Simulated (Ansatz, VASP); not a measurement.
## One calculation of InP, two programs

The input INCAR:

```
ALGO = Normal
EDIFF = 1E-6
ENCUT = 520
GGA = PE
ISIF = 2
ISMEAR = 0
LASPH = T
LCHARG = F
LREAL = F
LWAVE = F
NBANDS = 16
NELM = 60
PREC = Accurate
SIGMA = 0.15
```

Contents of KPOINTS:

```
k-points
0
Gamma
  20 20 20
```

Contents of POSCAR:

```
InP
1.0
    0.0000000000      2.8482338494      2.6203751415
    2.8482338494      0.0000000000      2.6203751415
    2.8482338494      2.8482338494      0.0000000000
In P
1 1
Direct
    0.0000000000      0.0000000000      0.0000000000
    0.5000000000      0.5000000000      0.5000000000
```

Input for Ansatz:

```yaml
crystal:
  lattice:
    - [0.0, 2.8482338494, 2.6203751415]
    - [2.8482338494, 0.0, 2.6203751415]
    - [2.8482338494, 2.8482338494, 0.0]
  atoms:
    - { symbol: In, position: [0.0, 0.0, 0.0] }
    - { symbol: P, position: [0.5, 0.5, 0.5] }
basis:
  ecutwfc: 420
kpoints:
  mp_grid: { grid: [20, 20, 20] }
hamiltonian:
  xc: pbe
scf:
  occupations: { method: gaussian, width: 0.15 }
output:
  forces: true
  stress: true
  eigenvalues: true
  write_density: true
  write_potential: true
  elf: true
  volumetric_format: npy
```

Alike in both runs: task single point; functional PBE; k mesh 20 × 20 × 20; occupations gaussian, width 0.15 eV; no spin polarisation.

```csv
,VASP,Ansatz
version,VASP 6.6.1,Ansatz 0.2.0
potentials or method,"VASP PAW PBE potentials, release 64 (In_d, P), cutoff 520 eV","scalar-relativistic, plane waves, PAW"
valence electrons in the cell,18,18
```

```tsv
	VASP	Ansatz	Ansatz less VASP
gap on the k mesh at the Fermi level (eV)	none	none	-
pressure (GPa)	1.0	1.0	+0.05
traceless stress, the component that is largest in VASP (GPa)	7.05	7.09	+0.037
```

A gap of «none» marks a metal or a gap that the smearing closes.
